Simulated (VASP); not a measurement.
# InH (R-3m) in VASP: single point with LDA

Aim: the single point of InH with LDA.

Program: VASP 6.6.1. These are calculated values, not measurements. Logs are shortened: lines on timing, memory, paths and dates and some standing lists are left out, and cuts for length are marked.

## 1. The cell of the first run

The structure is trigonal, space group R-3m (No. 166). Conventional cell: a = 3.051 Å, b = 3.051 Å, c = 11.248 Å, α = 90.00°, β = 90.00°, γ = 120.00°. In (site symmetry -3m) has 6 H at 2.57 Å and 6 In at 3.05 Å within 3.4 Å. Within 3.4 Å of H (site symmetry -3m) lie 6 In at 2.57 Å and 6 H at 3.05 Å.

## 2. Single point, LDA

The input, POSCAR:

```
InH
1.0
    3.0510890000      0.0000000000      0.0000000000
   -1.5255450000      2.6423270000      0.0000000000
   -1.5255450000      0.8807760000      3.7492270000
In H
1 1
Direct
    0.5000000000      0.5000000000      0.5000000000
    0.0000000000      0.0000000000      0.0000000000
```

The input, INCAR.step1:

```
SYSTEM = InH
  PREC = Accurate
  ENCUT = 520
  EDIFF = 1E-6
  ISMEAR = -1
  SIGMA = 0.1
  LREAL = .FALSE.
  LASPH = .TRUE.
  NELM = 60
  ALGO = Normal
  ISIF = 2
  LWAVE = .FALSE.
  LCHARG = .TRUE.
  NBANDS = 14
```

The input, KPOINTS.step1:

```
Automatic mesh
0
G
  13 13 13
  0 0 0
```

The input, INCAR.step2:

```
SYSTEM = InH
  PREC = Accurate
  ENCUT = 520
  EDIFF = 1E-6
  ISMEAR = -5
  SIGMA = 0.1
  LREAL = .FALSE.
  LASPH = .TRUE.
  NELM = 60
  ALGO = Normal
  ISIF = 2
  LWAVE = .FALSE.
  LCHARG = .FALSE.
  LORBIT = 11
  NBANDS = 14
  NEDOS = 2001
  ICHARG = 11
```

The input, KPOINTS.step2:

```
Automatic mesh
0
G
  20 20 20
  0 0 0
```

Potentials or basis: VASP PAW LDA potentials, release 64 (In_d, H).

Run with:

```bash
cat potpaw_LDA.64/In_d/POTCAR potpaw_LDA.64/H/POTCAR > POTCAR
cp INCAR.step1 INCAR
cp KPOINTS.step1 KPOINTS
mpirun -np 1 vasp_std > vasp.out
cp INCAR.step2 INCAR
cp KPOINTS.step2 KPOINTS
mpirun -np 1 vasp_std > vasp.out
```

OUTCAR:

```text
SYSTEM = InH
   PREC = Accurate
   ENCUT = 520
   EDIFF = 1E-6
   ISMEAR = -5
   LREAL = .FALSE.
   LASPH = .TRUE.
   NELM = 60
   ISIF = 2
   LORBIT = 11
   ICHARG = 11

 ion  position               nearest neighbor table
   1  0.500  0.500  0.500-
   2  0.000  0.000  0.000-

  LATTYP: Found a trigonal (rhomboedric) cell.
 ALAT       =     4.1424337058
 COS(alpha) =     0.7287497328

  Lattice vectors:

 A1 = (  -1.5255450000,   0.8807760000,   3.7492270000)
 A2 = (   0.0000000000,  -1.7615510000,   3.7492270000)
 A3 = (   1.5255440000,   0.8807760000,   3.7492270000)

Analysis of symmetry for initial positions (statically):
=====================================================================
 Subroutine PRICEL returns:
 Original cell was already a primitive cell.

 Routine SETGRP: Setting up the symmetry group for a
 trigonal (rhombohedral) supercell.

 Subroutine GETGRP returns: Found 12 space group operations
 (whereof 12 operations were pure point group operations)
 out of a pool of 12 trial point group operations.

The static configuration has the point symmetry D_3d.

Analysis of symmetry for dynamics (positions and initial velocities):
=====================================================================
 Subroutine PRICEL returns:
 Original cell was already a primitive cell.

 Routine SETGRP: Setting up the symmetry group for a
 trigonal (rhombohedral) supercell.

 Subroutine GETGRP returns: Found 12 space group operations
 (whereof 12 operations were pure point group operations)
 out of a pool of 12 trial point group operations.

The dynamic configuration has the point symmetry D_3d.

 Subroutine INISYM returns: Found 12 space group operations
 (whereof 12 operations are pure point group operations),
 and found     1 'primitive' translations

----------------------------------------------------------------------------------------

                                     Primitive cell

  volume of cell :      30.2262

  direct lattice vectors                    reciprocal lattice vectors
     3.051089000  0.000000000  0.000000000     0.327751829  0.189227209  0.088907228
    -1.525545000  2.642327000  0.000000000     0.000000000  0.378454294 -0.088907249
    -1.525545000  0.880776000  3.749227000     0.000000000  0.000000000  0.266721647

  length of vectors
     3.051089000  3.051094807  4.142433706     0.388757885  0.388757189  0.266721647

  position of ions in fractional coordinates (direct lattice)
     0.500000000  0.500000000  0.500000000
     0.000000000  0.000000000  0.000000000

  ion indices of the primitive-cell ions
   primitive index   ion index
                 1           1
                 2           2

----------------------------------------------------------------------------------------

 KPOINTS: Automatic mesh

Automatic generation of k-mesh.
 Grid dimensions read from file:
 generate k-points for:   20   20   20

 Generating k-lattice:

  Cartesian coordinates                     Fractional coordinates (reciprocal lattice)
     0.016387591  0.009461360  0.004445361     0.050000000  0.000000000  0.000000000
     0.000000000  0.018922715 -0.004445362     0.000000000  0.050000000  0.000000000
     0.000000000  0.000000000  0.013336082     0.000000000  0.000000000  0.050000000

  Length of vectors
     0.019437894  0.019437859  0.013336082

  Shift w.r.t. Gamma in fractional coordinates (k-lattice)
     0.000000000  0.000000000  0.000000000

 TETIRR: Found   4000 inequivalent tetrahedra from    48000

 Subroutine IBZKPT returns following result:
 ===========================================

 Found    781 irreducible k-points:

 Following reciprocal coordinates:
            Coordinates               Weight
  0.000000  0.000000  0.000000      1.000000
  0.050000 -0.000000 -0.000000      6.000000
  0.100000  0.000000 -0.000000      6.000000
  0.150000  0.000000 -0.000000      6.000000
  0.200000  0.000000 -0.000000      6.000000
  0.250000  0.000000 -0.000000      6.000000
[... 16 lines left out ...]
 -0.400000  0.050000  0.000000     12.000000
 -0.350000  0.050000  0.000000     12.000000
 [... further k-points ...]
   k-points           NKPTS =    781   k-points in BZ     NKDIM =    781   number of bands    NBANDS=     14
   number of dos      NEDOS =   2001   number of ions     NIONS =      2
   total plane-waves  NPLWV =  18432
   dimension x,y,z NGX =    24 NGY =   24 NGZ =   32
   dimension x,y,z NGXF=    48 NGYF=   48 NGZF=   64
   ions per type =               1   1
   NGX,Y,Z   is equivalent  to a cutoff of  13.08, 13.08, 12.84 a.u.
   NGXF,Y,Z  is equivalent  to a cutoff of  26.15, 26.15, 25.68 a.u.
 SYSTEM =  InH
   PREC   = accura    normal or accurate (medium, high low for compatibility)
   ISTART =      0    job   : 0-new  1-cont  2-samecut
   ICHARG =     11    charge: 1-file 2-atom 10-const
   ISPIN  =      1    spin polarized calculation?
   LNONCOLLINEAR =      F non collinear calculations
   LSORBIT =      F    spin-orbit coupling
   LASPH  =      T    aspherical Exc in radial PAW
   ENCUT  =  520.0 eV  38.22 Ry    6.18 a.u.   5.67  5.67  7.70*2*pi/ulx,y,z
   NELM   =     60;   NELMIN=  2; NELMDL=  0     # of ELM steps
   EDIFF  = 0.1E-05   stopping-criterion for ELM
   LREAL  =      F    real-space projection
   EDIFFG = 0.1E-04   stopping-criterion for IOM
   NSW    =      0    number of steps for IOM
   IBRION =     -1    ionic relax: 0-MD 1-quasi-New 2-CG
   NFREE  =      0    steps in history (QN), initial steepest desc. (CG)
   ISIF   =      2    stress and relaxation
   ISYM   =      2    0-nonsym 1-usesym 2-fastsym
   POTIM  = 0.5000    time-step for ionic-motion
   TEBEG  =    0.0;   TEEND  =   0.0 temperature during run
   PSTRESS=    0.0 pullay stress
   NELECT =      14.0000    total number of electrons
   NUPDOWN=      -1.0000    fix difference up-down
   EMIN   =  10.00;   EMAX   =-10.00  energy-range for DOS
   EFERMI =   0.00;   METHOD = LEGACY
   ISMEAR =    -5;   SIGMA  =   0.10  broadening in eV -4-tet -1-fermi 0-gaus
   EFERMI_NEDOS =   21; number of points for ismear=-14 and -15
   IALGO  =     38    algorithm
   IMIX   =      4    mixing-type and parameters
     AMIX     =   0.40;   BMIX     =  1.00
     AMIX_MAG =   1.60;   BMIX_MAG =  1.00
  volume/ion in A,a.u.               =      15.11       101.99
  Fermi-wavevector in a.u.,A,eV,Ry     =   1.266649  2.393620 21.829200  1.604401
  Thomas-Fermi vector in A             =   2.399839
   LORBIT       =     11    0 simple, 1 ext, 2 COOP (PROOUT), +10 PAW based schemes
   GGA     = CA    functional components
   LHFCALC =     F    Hartree Fock is set to
   AEXX    =    0.0000 exact exchange contribution
   IVDW    =     0    specifies the selected vdW correction
   LEPSILON=     F    determine dielectric tensor
   LRPA    =     F    only Hartree local field effects (RPA)
 non-spin polarized calculation
 Fermi weights with tetrahedron method with Bloechl corrections
  energy-cutoff  :      520.00
  volume of cell :       30.23
 maximum number of plane-waves:       842

 number of electron      14.0000002 magnetization

 Free energy of the ion-electron system (eV)
  ---------------------------------------------------
  ext. energy  EPLUGINS =         0.00000000
  ---------------------------------------------------
  free energy    TOTEN  =        -5.60673037 eV

  energy without entropy =       -5.60673037  energy(sigma->0) =       -5.60673037

 E-fermi :   6.1668     XC(G=0): -10.4122

 val. band max:        6.2076721608   @ k =   0.2000   0.3000   0.1500
 cond. band min:       6.1139374840   @ k =   0.4500   0.3500   0.1000
 fundamental gap:     -0.0937346767
 Fermi energy:         6.1668312213

 k-point     1 :       0.0000    0.0000    0.0000
  band No.  band energies     occupation
      1      -8.6384      2.00000
      2      -8.5160      2.00000
      3      -8.5160      2.00000
      4      -8.1136      2.00000
      5      -8.1136      2.00000
      6      -3.8885      2.00000
      7       7.0049      0.00000
      8       7.7123      0.00000
      9      18.2294      0.00000
     10      18.8830      0.00000
     11      18.8831      0.00000
     12      19.3626      0.00000
     13      22.7004      0.00000
     14      22.7005      0.00000

 k-point     2 :       0.0500   -0.0000   -0.0000
  band No.  band energies     occupation
      1      -8.6276      2.00000
      2      -8.5199      2.00000
      3      -8.5026      2.00000
      4      -8.1226      2.00000
      5      -8.1158      2.00000
      6      -3.8308      2.00000
      7       6.8939     -0.02704
      8       7.9109      0.00000
      9      17.2885      0.00000
     10      18.6326      0.00000
     11      18.9332      0.00000
     12      19.3931      0.00000
     13      22.7013      0.00000
     14      22.8818      0.00000

 k-point     3 :       0.1000    0.0000   -0.0000
  band No.  band energies     occupation
      1      -8.6043      2.00000
      2      -8.5236      2.00000
      3      -8.4635      2.00000
      4      -8.1486      2.00000
      5      -8.1220      2.00000
      6      -3.6566      2.00000
      7       6.7174     -0.10792
      8       8.3451      0.00000
      9      15.7231      0.00000
     10      18.0407      0.00000
     11      18.3228      0.00000
     12      19.6047      0.00000
     13      21.5459      0.00000
     14      22.2738      0.00000
[... 324 lines left out ...]
 k-point    23 :      -0.4000    0.0500    0.0000
  band No.  band energies     occupation
      1      -8.7582      2.00000
      2      -8.4178      2.00000
      3      -8.1948      2.00000
      4      -8.1848      2.00000
      5      -8.0272      2.00000
      6      -0.4196      2.00000
      7       5.1241      2.00000
      8       7.7681      0.00000
      9      12.2158      0.00000
     10      14.0765      0.00000
     11      14.8366      0.00000
     12      17.1674      0.00000
     13      19.4795      0.00000
     14      19.9628      0.00000

 k-point    24 :      -0.3500    0.0500    0.0000
  band No.  band energies     occupation
      1      -8.7232      2.00000
      2      -8.3773      2.00000
      3      -8.2502      2.00000
      4      -8.1831      2.00000
      5      -8.0946      2.00000
      6      -1.2610      2.00000
      7       5.7762      2.07772
      8       8.4151      0.00000
      9      11.7540      0.00000
     10      14.4946      0.00000
     11      15.5464      0.00000
     12      17.1418      0.00000
     13      19.5511      0.00000
     14      20.2761      0.00000

 [... further k-points ...]
[... 5 lines left out ...]
  --------------------------------------------------------------------------------------
  -------------------------------------------------------------------------------------
  Total        0.6159866      0.6159895     -1.5775278     -0.0000001     -0.0000001      0.0000001
  in kB       32.6511619     32.6513205    -83.6188974     -0.0000062     -0.0000074      0.0000074
  external PRESSURE =      -6.1054717 kB  Pullay stress =       0.0000000 kB

 VOLUME and BASIS-vectors are now :
 -----------------------------------------------------------------------------
  energy-cutoff  :      520.00
  volume of cell :       30.23
      direct lattice vectors                 reciprocal lattice vectors
     3.051089000  0.000000000  0.000000000     0.327751829  0.189227209  0.088907228
    -1.525545000  2.642327000  0.000000000     0.000000000  0.378454294 -0.088907249
    -1.525545000  0.880776000  3.749227000     0.000000000  0.000000000  0.266721647

 POSITION                                       TOTAL-FORCE (eV/Angst)
 -----------------------------------------------------------------------------------
     -0.00000      1.76155      1.87461         0.000000     -0.000000      0.000000
      0.00000      0.00000      0.00000        -0.000000      0.000000      0.000000
 -----------------------------------------------------------------------------------
    total drift:                                0.000000      0.000000     -0.000000

  FREE ENERGIE OF THE ION-ELECTRON SYSTEM (eV)
  ---------------------------------------------------
  free  energy   TOTEN  =        -5.6067303723 eV

  energy  without entropy=       -5.6067303723  energy(sigma->0) =       -5.60673037

 total charge

# of ion       s       p       d       tot
------------------------------------------
    1        1.028   0.487   9.870  11.385
    2        0.418   0.006   0.000   0.425
--------------------------------------------------
tot          1.446   0.493   9.870  11.810
```

Wall time 1.9 min (1 thread of Intel Xeon Platinum 8488C (Sapphire Rapids), shared host); peak memory 0.42 GiB.

What came out:

```
Valence electrons inside the program's atomic spheres : In 11.38; H 0.42
```

Caveat: spin-orbit coupling is left out, which moves the levels of the heavy elements.
